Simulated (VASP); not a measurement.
# Sb: single point with PBEsol

Crystal: Sb.

```
Sb
1.0
     3.08334    0.00000    0.00000
     0.00000    3.08334    0.00000
     0.00000    0.00000    3.08334
Sb
1
Cartesian
  0.0000 0.0000 0.0000
```

| Item | Value |
| --- | --- |
| Program | VASP 6.6.1 |
| Task | single point |
| Functional | PBEsol |
| Potentials or basis | VASP PAW PBE potentials, release 64 (Sb) |
| Cutoff | 520 eV |
| k mesh | 12 × 12 × 12 |
| Occupations | fermi-dirac, width 0.28 eV |
| Spin | no spin polarisation |
| Dipole correction | no |
| Further INCAR settings | ALGO = Normal; EDIFF = 1e-07; NBANDS = 8 |

- Pressure: -0.7 GPa

Levels at points of the mesh, in eV from the Fermi level:
```tsv
k point	band 1	band 2	band 3	band 4	band 5	band 6
(0.00, 0.00, 0.00)	-12.56	3.28	3.28	3.28	6.94	6.94
(0.50, 0.00, 0.00)	-10.07	-5.74	5.35	5.35	9.09	10.54
(0.50, 0.50, 0.00)	-7.43	-3.64	-3.64	2.03	7.46	13.02
(0.50, 0.50, 0.50)	-4.47	-1.67	-1.67	-1.67	4.76	4.76
```

Run time: 18 s on 1 thread of Intel Xeon 8259CL (shared host), peak memory 0.15 GiB.

Caveat: the PAW data sets were made with another functional, which shifts forces and pressure a little; spin-orbit coupling is left out, which moves the levels of the heavy elements.
